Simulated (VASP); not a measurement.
Runs of VASP 6.6.1 on CaSe. The structure is that of space group Fm-3m (No. 225), or close to it. The cells are those of the table. 

| task | spin | cell | k mesh | cutoff (eV) | smearing | gap on the mesh (eV) | pressure (GPa) | moment (μB) |
| --- | --- | --- | --- | --- | --- | --- | --- | --- |
| single point | non-collinear, zero start, SOC | a = 4.129, b = 4.129, c = 4.142 Å, angles 60.1, 60.1, 90.0°, 2 atoms | 8 × 8 × 8 | 520 | gaussian 0.01 eV | - | 0.7 | 0.00 |
| single point | off | a = 4.150 Å, angles 60.0, 60.0, 90.0°, 2 atoms | 12 × 12 × 12 | 520 | fermi-dirac 0.08 eV | 1.87 | 0.2 | - |
| relaxation of cell and atoms | off | relaxed from a = 4.180 Å, angles 60.0, 60.0, 90.0°, 2 atoms | 12 × 12 × 12 | 600 | fermi-dirac 0.08 eV | (b) | 0.0 | - |
| single point | non-collinear, zero start, SOC | a = 4.171, b = 4.171, c = 4.157 Å, angles 59.9, 59.9, 90.0°, 2 atoms | 8 × 8 × 8 | 520 | gaussian 0.01 eV | - | (a) | 0.00 |

Alike in all rows: level PBEsol; potentials or basis VASP PAW PBE potentials, release 64 (Ca_sv, Se).

Problem. Fill in the values left out.

Solution. (a) -0.2; (b) 1.88.

Caveats: the PAW data sets were made with another functional, which shifts forces and pressure a little.

A k mesh can miss the band edges, and rows without SOC leave out spin-orbit coupling on Se.
